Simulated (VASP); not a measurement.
# Mo (P6/mmm) in VASP: a series of runs

The runs below take Mo through single point, with PBEsol.

All numbers are computed with VASP 6.6.1; they aren't measurements. Logs are shortened: lines on timing, memory, paths and dates and some standing lists are left out, and cuts for length are marked.

### Step 1. The cell of the first run

Symmetry: P6/mmm, No. 191, hexagonal system. Conventional cell: a = 2.680 Å, b = 2.680 Å, c = 2.503 Å, α = 90.00°, β = 90.00°, γ = 120.00°. Within 3.3 Å of Mo (site symmetry 6/mmm) lie 8 Mo at 2.50 to 2.68 Å.

### Step 2. Single point, PBEsol

The input, INCAR:

```
PREC = Accurate
ENCUT = 520
EDIFF = 1E-6
ISMEAR = 1
SIGMA = 0.15
LREAL = F
LASPH = T
NELM = 100
ALGO = Normal
ISIF = 2
LWAVE = F
LCHARG = F
GGA = PS
NBANDS = 13
```

The input, KPOINTS:

```
Automatic mesh
0
Gamma
  12 12 11
```

The input, POSCAR:

```
Mo
1.0
    2.6796675963      0.0000000000      0.0000000000
   -1.3398337981      2.3206600629      0.0000000000
    0.0000000000      0.0000000000      2.5030198129
Mo
1
Direct
    0.0000000000      0.0000000000      0.5000000000
```

Potentials or basis: VASP PAW PBE potentials, release 64 (Mo_sv).

Launch:

```
$ cat potpaw_PBE.64/Mo_sv/POTCAR > POTCAR
$ mpirun -np 1 vasp_std > vasp.out
```

OUTCAR:

```text
PREC = Accurate
   ENCUT = 520
   EDIFF = 1E-6
   ISMEAR = 1
   LREAL = F
   LASPH = T
   NELM = 100
   ISIF = 2
   GGA = PS

 ion  position               nearest neighbor table
   1  0.000  0.000  0.500-

  LATTYP: Found a hexagonal cell.
 ALAT       =     2.6796675963
 C/A-ratio  =     0.9340784717

  Lattice vectors:

 A1 = (   2.6796675963,   0.0000000000,   0.0000000000)
 A2 = (  -1.3398337981,   2.3206600629,   0.0000000000)
 A3 = (   0.0000000000,   0.0000000000,   2.5030198129)

Analysis of symmetry for initial positions (statically):
=====================================================================
 Subroutine PRICEL returns:
 Original cell was already a primitive cell.

 Routine SETGRP: Setting up the symmetry group for a
 hexagonal supercell.

 Subroutine GETGRP returns: Found 24 space group operations
 (whereof 24 operations were pure point group operations)
 out of a pool of 24 trial point group operations.

The static configuration has the point symmetry D_6h.

Analysis of symmetry for dynamics (positions and initial velocities):
=====================================================================
 Subroutine PRICEL returns:
 Original cell was already a primitive cell.

 Routine SETGRP: Setting up the symmetry group for a
 hexagonal supercell.

 Subroutine GETGRP returns: Found 24 space group operations
 (whereof 24 operations were pure point group operations)
 out of a pool of 24 trial point group operations.

The dynamic configuration has the point symmetry D_6h.

 Subroutine INISYM returns: Found 24 space group operations
 (whereof 24 operations are pure point group operations),
 and found     1 'primitive' translations

----------------------------------------------------------------------------------------

                                     Primitive cell

  volume of cell :      15.5653

  direct lattice vectors                    reciprocal lattice vectors
     2.679667596  0.000000000  0.000000000     0.373180614  0.215455942  0.000000000
    -1.339833798  2.320660063  0.000000000     0.000000000  0.430911884  0.000000000
     0.000000000  0.000000000  2.503019813     0.000000000  0.000000000  0.399517413

  length of vectors
     2.679667596  2.679667467  2.503019813     0.430911863  0.430911884  0.399517413

  position of ions in fractional coordinates (direct lattice)
     0.000000000  0.000000000  0.500000000

  ion indices of the primitive-cell ions
   primitive index   ion index
                 1           1

----------------------------------------------------------------------------------------

 KPOINTS: Automatic mesh

Automatic generation of k-mesh.
 Grid dimensions read from file:
 generate k-points for:   12   12   11

 Generating k-lattice:

  Cartesian coordinates                     Fractional coordinates (reciprocal lattice)
     0.031098385  0.017954662  0.000000000     0.083333333  0.000000000  0.000000000
     0.000000000  0.035909324  0.000000000     0.000000000  0.083333333  0.000000000
     0.000000000  0.000000000  0.036319765     0.000000000  0.000000000  0.090909091

  Length of vectors
     0.035909322  0.035909324  0.036319765

  Shift w.r.t. Gamma in fractional coordinates (k-lattice)
     0.000000000  0.000000000  0.000000000

 Subroutine IBZKPT returns following result:
 ===========================================

 Found    114 irreducible k-points:

 Following reciprocal coordinates:
            Coordinates               Weight
  0.000000  0.000000  0.000000      1.000000
  0.083333  0.000000  0.000000      6.000000
  0.166667  0.000000  0.000000      6.000000
  0.250000  0.000000  0.000000      6.000000
  0.333333  0.000000  0.000000      6.000000
  0.416667  0.000000  0.000000      6.000000
[... 16 lines left out ...]
  0.250000  0.000000  0.090909     12.000000
  0.333333  0.000000  0.090909     12.000000
 [... further k-points ...]
   k-points           NKPTS =    114   k-points in BZ     NKDIM =    114   number of bands    NBANDS=     13
   number of dos      NEDOS =    301   number of ions     NIONS =      1
   total plane-waves  NPLWV =   8000
   dimension x,y,z NGX =    20 NGY =   20 NGZ =   20
   dimension x,y,z NGXF=    40 NGYF=   40 NGZF=   40
   ions per type =               1
   NGX,Y,Z   is equivalent  to a cutoff of  12.41, 12.41, 13.28 a.u.
   NGXF,Y,Z  is equivalent  to a cutoff of  24.82, 24.82, 26.57 a.u.
 SYSTEM =  unknown system
   PREC   = accura    normal or accurate (medium, high low for compatibility)
   ISTART =      0    job   : 0-new  1-cont  2-samecut
   ICHARG =      2    charge: 1-file 2-atom 10-const
   ISPIN  =      1    spin polarized calculation?
   LNONCOLLINEAR =      F non collinear calculations
   LSORBIT =      F    spin-orbit coupling
   LASPH  =      T    aspherical Exc in radial PAW
   ENCUT  =  520.0 eV  38.22 Ry    6.18 a.u.   4.98  4.98  4.65*2*pi/ulx,y,z
   NELM   =    100;   NELMIN=  2; NELMDL= -5     # of ELM steps
   EDIFF  = 0.1E-05   stopping-criterion for ELM
   LREAL  =      F    real-space projection
   EDIFFG = 0.1E-04   stopping-criterion for IOM
   NSW    =      0    number of steps for IOM
   IBRION =     -1    ionic relax: 0-MD 1-quasi-New 2-CG
   NFREE  =      0    steps in history (QN), initial steepest desc. (CG)
   ISIF   =      2    stress and relaxation
   ISYM   =      2    0-nonsym 1-usesym 2-fastsym
   POTIM  = 0.5000    time-step for ionic-motion
   TEBEG  =    0.0;   TEEND  =   0.0 temperature during run
   PSTRESS=    0.0 pullay stress
   NELECT =      14.0000    total number of electrons
   NUPDOWN=      -1.0000    fix difference up-down
   EMIN   =  10.00;   EMAX   =-10.00  energy-range for DOS
   EFERMI =   0.00;   METHOD = LEGACY
   ISMEAR =     1;   SIGMA  =   0.15  broadening in eV -4-tet -1-fermi 0-gaus
   EFERMI_NEDOS =   21; number of points for ismear=-14 and -15
   IALGO  =     38    algorithm
   IMIX   =      4    mixing-type and parameters
     AMIX     =   0.40;   BMIX     =  1.00
     AMIX_MAG =   1.60;   BMIX_MAG =  1.00
  volume/ion in A,a.u.               =      15.57       105.04
  Fermi-wavevector in a.u.,A,eV,Ry     =   1.580272  2.986282 33.977293  2.497261
  Thomas-Fermi vector in A             =   2.680525
   LORBIT       =      0    0 simple, 1 ext, 2 COOP (PROOUT), +10 PAW based schemes
   GGA     = PS    functional components
   LHFCALC =     F    Hartree Fock is set to
   AEXX    =    0.0000 exact exchange contribution
   IVDW    =     0    specifies the selected vdW correction
   LEPSILON=     F    determine dielectric tensor
   LRPA    =     F    only Hartree local field effects (RPA)
 non-spin polarized calculation
 Methfessel and Paxton  Order N= 1 SIGMA  =   0.15
  energy-cutoff  :      520.00
  volume of cell :       15.57
 maximum number of plane-waves:       435
 NGX is ok and might be reduce to    20
   NGX =  9   NGY =  9   NGZ =  9

 number of electron      14.0000000 magnetization

 Free energy of the ion-electron system (eV)
  ---------------------------------------------------
  ext. energy  EPLUGINS =         0.00000000
  ---------------------------------------------------
  free energy    TOTEN  =       -10.84264832 eV

  energy without entropy =      -10.84174555  energy(sigma->0) =      -10.84234740

 E-fermi :  12.4398     XC(G=0): -13.4620

 val. band max:       12.4378912150   @ k =   0.0833   0.0833   0.1818
 cond. band min:      12.4457681556   @ k =   0.1667   0.0000   0.0000
 fundamental gap:      0.0078769406
 Fermi energy:        12.4397730603

 k-point     1 :       0.0000    0.0000    0.0000
  band No.  band energies     occupation
      1     -48.5774      2.00000
      2     -21.7198      2.00000
      3     -21.7198      2.00000
      4     -21.6632      2.00000
      5       5.3755      2.00000
      6       7.7152      2.00000
      7      11.3821      2.00000
      8      11.3821      2.00000
      9      16.8930      0.00000
     10      16.8930      0.00000
     11      25.4176      0.00000
     12      28.6665      0.00000
     13      33.6292      0.00000

 k-point     2 :       0.0833    0.0000    0.0000
  band No.  band energies     occupation
      1     -48.5586      2.00000
      2     -21.8405      2.00000
      3     -21.7465      2.00000
      4     -21.6505      2.00000
      5       5.6646      2.00000
      6       7.8441      2.00000
      7      11.0919      2.00000
      8      11.6543      2.00000
      9      16.5635      0.00000
     10      16.8392      0.00000
     11      26.0984      0.00000
     12      29.2552      0.00000
     13      32.2000      0.00000

 k-point     3 :       0.1667    0.0000    0.0000
  band No.  band energies     occupation
      1     -48.5067      2.00000
      2     -22.1632      2.00000
      3     -21.8189      2.00000
      4     -21.6158      2.00000
      5       6.4070      2.00000
      6       8.1913      2.00000
      7      10.5223      2.00000
      8      12.4458      0.93241
      9      15.7732      0.00000
     10      16.6953      0.00000
     11      27.6317      0.00000
     12      30.0538      0.00000
     13      30.7671      0.00000
[... 305 lines left out ...]
 k-point    23 :       0.2500    0.0000    0.0909
  band No.  band energies     occupation
      1     -48.4123      2.00000
      2     -22.5689      2.00000
      3     -21.9003      2.00000
      4     -21.7386      2.00000
      5       7.4437      2.00000
      6       8.7405      2.00000
      7      10.5839      2.00000
      8      13.7203     -0.00000
      9      14.5491     -0.00000
     10      16.0809      0.00000
     11      27.4010      0.00000
     12      29.9640      0.00000
     13      30.8773      0.00000

 k-point    24 :       0.3333    0.0000    0.0909
  band No.  band energies     occupation
      1     -48.3399      2.00000
      2     -22.9761      2.00000
      3     -21.9957      2.00000
      4     -21.6874      2.00000
      5       7.5857      2.00000
      6       8.9555      2.00000
      7      11.3476      2.00000
      8      14.2019     -0.00000
      9      15.1650     -0.00000
     10      15.9162      0.00000
     11      25.5150      0.00000
     12      29.1930      0.00000
     13      30.2859      0.00000

 [... further k-points ...]
[... 5 lines left out ...]
  --------------------------------------------------------------------------------------
  -------------------------------------------------------------------------------------
  Total        1.4438177      1.4438175      0.1685032      0.0000000      0.0000000      0.0000000
  in kB      148.6162186    148.6161995     17.3445036      0.0000000      0.0000000      0.0000000
  external PRESSURE =     104.8589739 kB  Pullay stress =       0.0000000 kB

 VOLUME and BASIS-vectors are now :
 -----------------------------------------------------------------------------
  energy-cutoff  :      520.00
  volume of cell :       15.57
      direct lattice vectors                 reciprocal lattice vectors
     2.679667596  0.000000000  0.000000000     0.373180614  0.215455942  0.000000000
    -1.339833798  2.320660063  0.000000000     0.000000000  0.430911884  0.000000000
     0.000000000  0.000000000  2.503019813     0.000000000  0.000000000  0.399517413

 POSITION                                       TOTAL-FORCE (eV/Angst)
 -----------------------------------------------------------------------------------
      0.00000      0.00000      1.25151         0.000000      0.000000      0.000000
 -----------------------------------------------------------------------------------
    total drift:                               -0.000000      0.000000      0.000000

  FREE ENERGIE OF THE ION-ELECTRON SYSTEM (eV)
  ---------------------------------------------------
  free  energy   TOTEN  =       -10.8426483241 eV

  energy  without entropy=      -10.8417455511  energy(sigma->0) =      -10.84234740
```

It took 14 s on 1 thread of AMD EPYC 7R43 (Zen 3), shared host; peak memory 0.1 GiB.

What came out:

| Property | Result |
| --- | --- |
| Free energy | -10.8426 eV |
| Pressure | 10.5 GPa |
| Band gap on the k mesh | zero (band 7 reaches 13.41 eV, above the bottom of band 8 at 11.38 eV) |

Caveat: the PAW data sets were made with another functional, which shifts forces and pressure a little.

(Continued in part 2 of 3.)
